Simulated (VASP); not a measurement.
Wanted: the native input for a VASP 6.6.1 run.

- Task: relaxation of cell and atoms
- Functional: PBE
- Potentials or basis: VASP PAW PBE potentials, release 64 (Sc_sv, Si, S)
- Cutoff: 600 eV
- k mesh: 6 × 6 × 2
- Occupations: gaussian, width 0.1 eV
- Spin: no spin polarisation
- Dipole correction: no
- Further INCAR settings: ALGO = Normal; EDIFF = 1e-06; IBRION = 2; EDIFFG = -0.04; NSW = 90; ISIF = 3

The structure of ScSiS4 lies in POSCAR:

```
ScSiS4
1.0
    3.3652310886      0.0000000000      0.0000000000
    0.0000000000      3.3652310886      0.0000000000
    0.0000000000      0.0000000000     10.7986185386
Sc Si S
1 1 4
Direct
    0.5000000000      0.5000000000      0.5000000000
    0.0000000000      0.0000000000      0.0000000000
    0.0000000000      0.0000000000      0.6270035038
    0.5000000000      0.5000000000      0.0986369391
    0.5000000000      0.5000000000      0.9013630609
    0.0000000000      0.0000000000      0.3729964962
```

The cell was built from a structure type or drawn by symmetry, and may not be a known phase.

These files were run (other wordings do the same):

INCAR

```
PREC = Accurate ; ENCUT = 600
EDIFF = 1E-6 ; ISMEAR = 0
SIGMA = 0.1 ; LREAL = False
LASPH = True ; NELM = 100
ALGO = Normal ; ISIF = 3
LWAVE = False ; LCHARG = False
GGA = PE ; IBRION = 2
NSW = 90 ; EDIFFG = -0.04
```

KPOINTS

```
regular mesh
0
Gamma
  6 6 2
```

Potentials or basis: VASP PAW PBE potentials, release 64 (Sc_sv, Si, S).

Run with:

```sh
$ cat potpaw_PBE.64/Sc_sv/POTCAR potpaw_PBE.64/Si/POTCAR potpaw_PBE.64/S/POTCAR > POTCAR
$ mpirun -np 1 vasp_std > vasp.out
```

Results of the run:

The relaxed volume is 20.72 Å³/atom. The relaxed cell is a = 3.403 Å, b = 3.403 Å, c = 10.738 Å, α = 90.00°, β = 90.00°, γ = 90.00° and the space group after relaxing (to 0.1 Å) is P4/mmm (No. 123). The energy gained by relaxing is 4.1 meV/atom, the ionic steps are 7 and the pressure after relaxing is 0.0 GPa. The largest force after relaxing is 0.016 eV/Å. The band gap on the k mesh is zero (an odd number of electrons rules out a gap without spin polarisation).

Run time: 9.6 min on 1 thread of Intel Xeon 8259CL, on a shared host, peak memory 0.3 GiB.
